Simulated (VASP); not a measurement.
# ZnH2I4 (P1) in VASP: single point with PBE

Aim: the single point of ZnH2I4 with PBE.

Everything below comes from runs of VASP 6.6.1. Logs are shortened: lines on timing, memory, paths and dates and some standing lists are left out, and cuts for length are marked.

### Step 1. The cell of the first run

The typed cell holds 7 atoms: a = 4.347 Å, b = 7.422 Å, c = 8.293 Å, α = 78.42°, β = 81.53°, γ = 77.79°.

### Step 2. Single point, PBE

Input file POSCAR:

```
ZnH2I4
1.0
    4.3444566010     -0.0812919779      0.1216196346
    1.7097353882      7.2210042779     -0.1251610286
    1.0262597498      1.6076030232      8.0708611083
Zn H I
1 2 4
Direct
    0.3294909475      0.3765808037      0.4470595229
    0.3799468272      0.0018174402      0.2645581017
    0.7895571249      0.7160071670      0.7265410723
    0.1517300273      0.7335099887      0.3808763278
    0.4567879734      0.2143325439      0.1648907519
    0.5626512521      0.7241396603      0.9023865503
    0.8298348678      0.2336133462      0.6136867031
```

Input file INCAR.step1:

```
ALGO = Normal
EDIFF = 1E-7
ENCUT = 520
GGA = PE
ISIF = 2
ISMEAR = 0
LASPH = T
LCHARG = T
LREAL = F
LWAVE = F
NBANDS = 30
NELM = 100
PREC = Accurate
SIGMA = 0.02
```

Input file KPOINTS.step1:

```
k-points
0
Gamma
  6 4 4
```

Input file INCAR.step2:

```
ALGO = Normal
EDIFF = 1E-7
ENCUT = 520
GGA = PE
ICHARG = 11
ISIF = 2
ISMEAR = -5
LASPH = T
LCHARG = F
LORBIT = 11
LREAL = F
LWAVE = F
NEDOS = 1001
NELM = 100
PREC = Accurate
SIGMA = 0.02
```

Input file KPOINTS.step2:

```
k-points
0
Gamma
  9 6 6
```

Potentials or basis: VASP PAW PBE potentials, release 64 (Zn, H, I).

Command:

```bash
$ cat potpaw_PBE.64/Zn/POTCAR potpaw_PBE.64/H/POTCAR potpaw_PBE.64/I/POTCAR > POTCAR
$ cp INCAR.step1 INCAR
$ cp KPOINTS.step1 KPOINTS
$ mpirun -np 1 vasp_std > vasp.out
$ cp INCAR.step2 INCAR
$ cp KPOINTS.step2 KPOINTS
$ mpirun -np 1 vasp_std > vasp.out
```

OUTCAR:

```text
EDIFF = 1E-7
   ENCUT = 520
   GGA = PE
   ICHARG = 11
   ISIF = 2
   ISMEAR = -5
   LASPH = T
   LORBIT = 11
   LREAL = F
   NELM = 100
   PREC = Accurate

 ion  position               nearest neighbor table
   1  0.329  0.377  0.447-   4 2.57   7 2.66   7 2.69   5 2.77
   2  0.380  0.002  0.265-   5 1.70
   3  0.790  0.716  0.727-   6 1.64
   4  0.152  0.734  0.381-   1 2.57
   5  0.457  0.214  0.165-   2 1.70   1 2.77
   6  0.563  0.724  0.902-   3 1.64
   7  0.830  0.234  0.614-   1 2.66   1 2.69

  LATTYP: Found a triclinic cell.
 ALAT       =     9.3610226423
 B/A-ratio  =     1.9094360249
 C/A-ratio  =     0.4643636647
 COS(alpha) =     0.0008366608
 COS(beta)  =     0.6321043919
 COS(gamma) =     0.6918171880

  Lattice vectors:

 A1 = (   6.0541919892,   7.1397123000,  -0.0035413940)
 A2 = (   0.1012739252,  16.1309035569,   7.6989194165)
 A3 = (   4.3444566010,  -0.0812919779,   0.1216196346)

Analysis of symmetry for initial positions (statically):
=====================================================================
 Subroutine PRICEL returns:
 Original cell was already a primitive cell.

 Routine SETGRP: Setting up the symmetry group for a
 triclinic supercell.

 Subroutine GETGRP returns: Found  1 space group operations
 (whereof  1 operations were pure point group operations)
 out of a pool of  2 trial point group operations.

The static configuration has the point symmetry C_1 .

Analysis of symmetry for dynamics (positions and initial velocities):
=====================================================================
 Subroutine PRICEL returns:
 Original cell was already a primitive cell.

 Routine SETGRP: Setting up the symmetry group for a
 triclinic supercell.

 Subroutine GETGRP returns: Found  1 space group operations
 (whereof  1 operations were pure point group operations)
 out of a pool of  2 trial point group operations.

The dynamic configuration has the point symmetry C_1 .

 Subroutine INISYM returns: Found  1 space group operations
 (whereof  1 operations are pure point group operations),
 and found     1 'primitive' translations

----------------------------------------------------------------------------------------

                                     Primitive cell

  volume of cell :     254.6331

  direct lattice vectors                    reciprocal lattice vectors
     4.344456601 -0.081291978  0.121619635     0.229667469 -0.054696292 -0.018308896
     1.709735388  7.221004278 -0.125161029     0.003344469  0.137211922 -0.027755972
     1.026259750  1.607603023  8.070861108    -0.003408989  0.002952068  0.123747980

  length of vectors
     4.346918780  7.421708911  8.293153537     0.236799591  0.140031036  0.123830119

  position of ions in fractional coordinates (direct lattice)
     0.329490947  0.376580804  0.447059523
     0.379946827  0.001817440  0.264558102
     0.789557125  0.716007167  0.726541072
     0.151730027  0.733509989  0.380876328
     0.456787973  0.214332544  0.164890752
     0.562651252  0.724139660  0.902386550
     0.829834868  0.233613346  0.613686703

  ion indices of the primitive-cell ions
   primitive index   ion index
                 1           1
                 2           2
                 3           3
                 4           4
                 5           5
                 6           6
                 7           7

----------------------------------------------------------------------------------------

 KPOINTS: k-points

Automatic generation of k-mesh.
 Grid dimensions read from file:
 generate k-points for:    9    6    6

 Generating k-lattice:

  Cartesian coordinates                     Fractional coordinates (reciprocal lattice)
     0.025518608 -0.006077366 -0.002034322     0.111111111 -0.000000000 -0.000000000
     0.000557411  0.022868654 -0.004625995    -0.000000000  0.166666667  0.000000000
    -0.000568165  0.000492011  0.020624663     0.000000000  0.000000000  0.166666667

  Length of vectors
     0.026311066  0.023338506  0.020638353

  Shift w.r.t. Gamma in fractional coordinates (k-lattice)
     0.000000000  0.000000000  0.000000000

 TETIRR: Found    972 inequivalent tetrahedra from     1944

 Subroutine IBZKPT returns following result:
 ===========================================

 Found    164 irreducible k-points:

 Following reciprocal coordinates:
            Coordinates               Weight
  0.000000  0.000000  0.000000      1.000000
  0.111111 -0.000000 -0.000000      2.000000
  0.222222 -0.000000 -0.000000      2.000000
  0.333333 -0.000000 -0.000000      2.000000
  0.444444 -0.000000 -0.000000      2.000000
  0.000000  0.166667 -0.000000      2.000000
[... 16 lines left out ...]
 -0.111111  0.333333 -0.000000      2.000000
 -0.000000  0.500000 -0.000000      1.000000
 [... further k-points ...]
   k-points           NKPTS =    164   k-points in BZ     NKDIM =    164   number of bands    NBANDS=     25
   number of dos      NEDOS =   1001   number of ions     NIONS =      7
   total plane-waves  NPLWV = 114688
   dimension x,y,z NGX =    32 NGY =   56 NGZ =   64
   dimension x,y,z NGXF=    64 NGYF=  112 NGZF=  128
   ions per type =               1   2   4
   NGX,Y,Z   is equivalent  to a cutoff of  12.24, 12.54, 12.83 a.u.
   NGXF,Y,Z  is equivalent  to a cutoff of  24.48, 25.09, 25.66 a.u.
 SYSTEM =  unknown system
   PREC   = accura    normal or accurate (medium, high low for compatibility)
   ISTART =      0    job   : 0-new  1-cont  2-samecut
   ICHARG =     11    charge: 1-file 2-atom 10-const
   ISPIN  =      1    spin polarized calculation?
   LNONCOLLINEAR =      F non collinear calculations
   LSORBIT =      F    spin-orbit coupling
   LASPH  =      T    aspherical Exc in radial PAW
   ENCUT  =  520.0 eV  38.22 Ry    6.18 a.u.   8.08 13.80 15.42*2*pi/ulx,y,z
   NELM   =    100;   NELMIN=  2; NELMDL=  0     # of ELM steps
   EDIFF  = 0.1E-06   stopping-criterion for ELM
   LREAL  =      F    real-space projection
   EDIFFG = 0.1E-05   stopping-criterion for IOM
   NSW    =      0    number of steps for IOM
   IBRION =     -1    ionic relax: 0-MD 1-quasi-New 2-CG
   NFREE  =      0    steps in history (QN), initial steepest desc. (CG)
   ISIF   =      2    stress and relaxation
   ISYM   =      2    0-nonsym 1-usesym 2-fastsym
   POTIM  = 0.5000    time-step for ionic-motion
   TEBEG  =    0.0;   TEEND  =   0.0 temperature during run
   PSTRESS=    0.0 pullay stress
   NELECT =      42.0000    total number of electrons
   NUPDOWN=      -1.0000    fix difference up-down
   EMIN   =  10.00;   EMAX   =-10.00  energy-range for DOS
   EFERMI =   0.00;   METHOD = LEGACY
   ISMEAR =    -5;   SIGMA  =   0.02  broadening in eV -4-tet -1-fermi 0-gaus
   EFERMI_NEDOS =   21; number of points for ismear=-14 and -15
   IALGO  =     38    algorithm
   IMIX   =      4    mixing-type and parameters
     AMIX     =   0.40;   BMIX     =  1.00
     AMIX_MAG =   1.60;   BMIX_MAG =  1.00
  volume/ion in A,a.u.               =      36.38       245.48
  Fermi-wavevector in a.u.,A,eV,Ry     =   0.897814  1.696622 10.967246  0.806070
  Thomas-Fermi vector in A             =   2.020445
   LORBIT       =     11    0 simple, 1 ext, 2 COOP (PROOUT), +10 PAW based schemes
   GGA     = PE    functional components
   LHFCALC =     F    Hartree Fock is set to
   AEXX    =    0.0000 exact exchange contribution
   IVDW    =     0    specifies the selected vdW correction
   LEPSILON=     F    determine dielectric tensor
   LRPA    =     F    only Hartree local field effects (RPA)
 non-spin polarized calculation
 Fermi weights with tetrahedron method with Bloechl corrections
  energy-cutoff  :      520.00
  volume of cell :      254.63
 maximum number of plane-waves:      6895

 number of electron      42.0000001 magnetization

 Free energy of the ion-electron system (eV)
  ---------------------------------------------------
  ext. energy  EPLUGINS =         0.00000000
  ---------------------------------------------------
  free energy    TOTEN  =       -15.49587448 eV

  energy without entropy =      -15.49587448  energy(sigma->0) =      -15.49587448

 E-fermi :   0.1303     XC(G=0):  -7.0767

 val. band max:        0.1294815607   @ k =  -0.0000   0.5000   0.5000
 cond. band min:       2.6297581508   @ k =  -0.0000   0.5000  -0.0000
 fundamental gap:      2.5002765901
 Fermi energy:         0.1302674377

 k-point     1 :       0.0000    0.0000    0.0000
  band No.  band energies     occupation
      1     -12.4757      2.00000
      2     -11.6871      2.00000
      3     -11.5561      2.00000
      4     -11.0313      2.00000
      5      -6.1438      2.00000
      6      -6.0490      2.00000
[... 17 lines left out ...]
     24       4.4973      0.00000
     25       5.1614      0.00000

 k-point     2 :       0.1111   -0.0000   -0.0000
  band No.  band energies     occupation
      1     -12.4587      2.00000
      2     -11.6667      2.00000
      3     -11.5402      2.00000
      4     -11.0218      2.00000
      5      -6.1384      2.00000
      6      -6.0430      2.00000
[... 17 lines left out ...]
     24       4.5294      0.00000
     25       5.3561      0.00000

 k-point     3 :       0.2222   -0.0000   -0.0000
  band No.  band energies     occupation
      1     -12.4151      2.00000
      2     -11.6140      2.00000
      3     -11.4982      2.00000
      4     -10.9986      2.00000
      5      -6.1212      2.00000
      6      -6.0381      2.00000
[... 552 lines left out ...]
 k-point    23 :      -0.1111    0.3333   -0.0000
  band No.  band energies     occupation
      1     -12.4353      2.00000
      2     -11.6429      2.00000
      3     -11.5810      2.00000
      4     -11.0472      2.00000
      5      -6.1395      2.00000
      6      -6.0961      2.00000
[... 17 lines left out ...]
     24       4.5300      0.00000
     25       4.9185      0.00000

 k-point    24 :      -0.0000    0.5000   -0.0000
  band No.  band energies     occupation
      1     -12.4438      2.00000
      2     -11.6504      2.00000
      3     -11.6216      2.00000
      4     -11.0582      2.00000
      5      -6.1471      2.00000
      6      -6.1049      2.00000
[... 17 lines left out ...]
     24       4.3662      0.00000
     25       4.6429      0.00000

 [... further k-points ...]
[... 5 lines left out ...]
  --------------------------------------------------------------------------------------
  -------------------------------------------------------------------------------------
  Total        0.0090320      0.0038262      0.0431673      0.0014646     -0.0152875      0.0222443
  in kB        0.0568306      0.0240748      0.2716132      0.0092156     -0.0961908      0.1399634
  external PRESSURE =       0.1175062 kB  Pullay stress =       0.0000000 kB

 VOLUME and BASIS-vectors are now :
 -----------------------------------------------------------------------------
  energy-cutoff  :      520.00
  volume of cell :      254.63
      direct lattice vectors                 reciprocal lattice vectors
     4.344456601 -0.081291978  0.121619635     0.229667469 -0.054696292 -0.018308896
     1.709735388  7.221004278 -0.125161029     0.003344469  0.137211922 -0.027755972
     1.026259750  1.607603023  8.070861108    -0.003408989  0.002952068  0.123747980

 POSITION                                       TOTAL-FORCE (eV/Angst)
 -----------------------------------------------------------------------------------
      2.53411      3.41120      3.60109        -0.005933      0.004078      0.003929
      1.92528      0.40754      2.18119        -0.003982     -0.002266      0.002842
      5.40000      6.27410      5.87022         0.006585     -0.001625     -0.007992
      2.30417      5.89664      3.00065         0.000615      0.005438     -0.004754
      2.52017      1.77564      1.35954         0.004138     -0.001766     -0.006315
      4.60858      6.63396      7.26083        -0.006224      0.001114      0.007759
      4.63440      2.60603      5.02467         0.004802     -0.004974      0.004530
 -----------------------------------------------------------------------------------
    total drift:                                0.000306      0.000692     -0.000804

  FREE ENERGIE OF THE ION-ELECTRON SYSTEM (eV)
  ---------------------------------------------------
  free  energy   TOTEN  =       -15.4958744759 eV

  energy  without entropy=      -15.4958744759  energy(sigma->0) =      -15.49587448

 total charge

# of ion       s       p       d       tot
------------------------------------------
    1        0.511   0.359   9.784  10.654
    2        0.458   0.023   0.000   0.481
    3        0.488   0.022   0.000   0.510
    4        1.506   2.784   0.012   4.303
    5        1.515   2.756   0.030   4.302
    6        1.509   2.783   0.028   4.320
    7        1.507   2.776   0.015   4.298
--------------------------------------------------
tot          7.494  11.505   9.869  28.868
```

Run time: 31 min. Hardware: 1 thread of Intel Xeon 8259CL, shared host; peak memory 1.1 GiB.

What came out:

```
Valence electrons inside the program's atomic spheres : Zn 10.65; H 0.48, 0.51; I 4.30, 4.32 (each value once)
```

Levels at points of the mesh, in eV from the valence-band top:
```csv
k point,band 18,band 19,band 20,band 21,band 22,band 23,band 24,band 25
"(0.00, 0.00, 0.00)",-0.67,-0.32,-0.09,-0.02,2.54,3.66,4.37,5.03
"(0.00, 0.50, 0.00)",-0.63,-0.41,-0.10,-0.01,2.50,4.14,4.24,4.51
"(0.00, 0.00, 0.50)",-0.76,-0.46,-0.20,-0.03,2.87,3.89,5.01,5.22
"(0.00, 0.50, 0.50)",-0.65,-0.57,-0.17,0.00,2.76,4.14,4.73,5.11
```

Caveat: spin-orbit coupling is left out, which moves the levels of the heavy elements.
